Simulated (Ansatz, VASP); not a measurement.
**CaCdF4: VASP beside Ansatz**

POSCAR

```
CaCdF4
1.0
    3.8286743881      0.0000000000      0.0000000000
    0.0000000000      3.8286743881      0.0000000000
    0.0000000000      0.0000000000      5.4148614232
Ca F Cd
1 4 1
Direct
    0.0000000000      0.0000000000      0.0000000000
    0.0000000000      0.5000000000      0.7492315137
    0.0000000000      0.5000000000      0.2507684863
    0.5000000000      0.0000000000      0.2507684863
    0.5000000000      0.0000000000      0.7492315137
    0.5000000000      0.5000000000      0.5000000000
```

Contents of INCAR.step1:

```
SYSTEM = CaCdF4
  PREC = Accurate
  ENCUT = 520
  ISMEAR = 0
  SIGMA = 0.01
  LREAL = .FALSE.
  LASPH = .TRUE.
  NELM = 60
  NBANDS = 34
  GGA = PE
  ALGO = Normal
  EDIFF = 1E-4
  LWAVE = .TRUE.
  LCHARG = .FALSE.
```

INCAR.step2

```
SYSTEM = CaCdF4
  PREC = Accurate
  ENCUT = 520
  EDIFF = 1E-6
  ISMEAR = 0
  SIGMA = 0.01
  LREAL = .FALSE.
  LASPH = .TRUE.
  NELM = 60
  ALGO = Normal
  ISIF = 2
  LWAVE = .FALSE.
  LCHARG = .TRUE.
  METAGGA = R2SCAN
  LMIXTAU = .TRUE.
  LELF = .TRUE.
  LVHAR = .TRUE.
  NBANDS = 34
  ISTART = 1
```

File KPOINTS:

```
regular mesh
0
G
  6 6 6
  0 0 0
```

Input for Ansatz:

```yaml
crystal:
  lattice:
    - [3.8286743881, 0.0, 0.0]
    - [0.0, 3.8286743881, 0.0]
    - [0.0, 0.0, 5.4148614232]
  atoms:
    - { symbol: Ca, position: [0.0, 0.0, 0.0] }
    - { symbol: F, position: [0.0, 0.5, 0.7492315137] }
    - { symbol: F, position: [0.0, 0.5, 0.2507684863] }
    - { symbol: Cd, position: [0.5, 0.5, 0.5] }
    - { symbol: F, position: [0.5, 0.0, 0.2507684863] }
    - { symbol: F, position: [0.5, 0.0, 0.7492315137] }
kpoints:
  mp_grid: { grid: [6, 6, 6] }
  band_path:
    path:
      - [0.0, 0.0, 0.0]
      - [0.0, 0.5, 0.0]
      - [0.5, 0.5, 0.0]
      - [0.0, 0.0, 0.5]
      - [0.0, 0.5, 0.5]
      - [0.5, 0.5, 0.5]
    npoints: 1
hamiltonian:
  xc: r2scan
scf:
  occupations: { method: fixed }
  n_extra_bands: 5
output:
  forces: true
  stress: true
  eigenvalues: true
  write_density: true
  write_potential: true
  elf: true
  volumetric_format: npy
```

Alike in both runs: task single point; functional r2SCAN; k mesh 6 × 6 × 6; no spin polarisation.

|  | VASP | Ansatz |
| --- | --- | --- |
| version | VASP 6.6.1 | Ansatz 0.2.0 |
| potentials or method | VASP PAW PBE potentials, release 64 (Ca_sv, F, Cd) | plane waves, PAW |
| plane-wave cutoff (eV) | 520 | 500 |
| occupations | gaussian, width 0.01 eV | fixed |
| valence electrons in the cell | 50 | 58 |

Ansatz gave:

- gap on the k mesh at the Fermi level (eV): 4.98
- pressure (GPa): 0.0
- rms of the force components (eV/Å): 0.000

Q: Estimate VASP's values.

A: gap on the k mesh at the Fermi level (eV): 4.94; pressure (GPa): 0.8; rms of the force components (eV/Å): 0.005.

VASP's potentials were made for PBE, not for r2SCAN. VASP's potentials hold 50 valence electrons a cell and Ansatz's 58, so a difference there can come from the potentials and not from the codes.
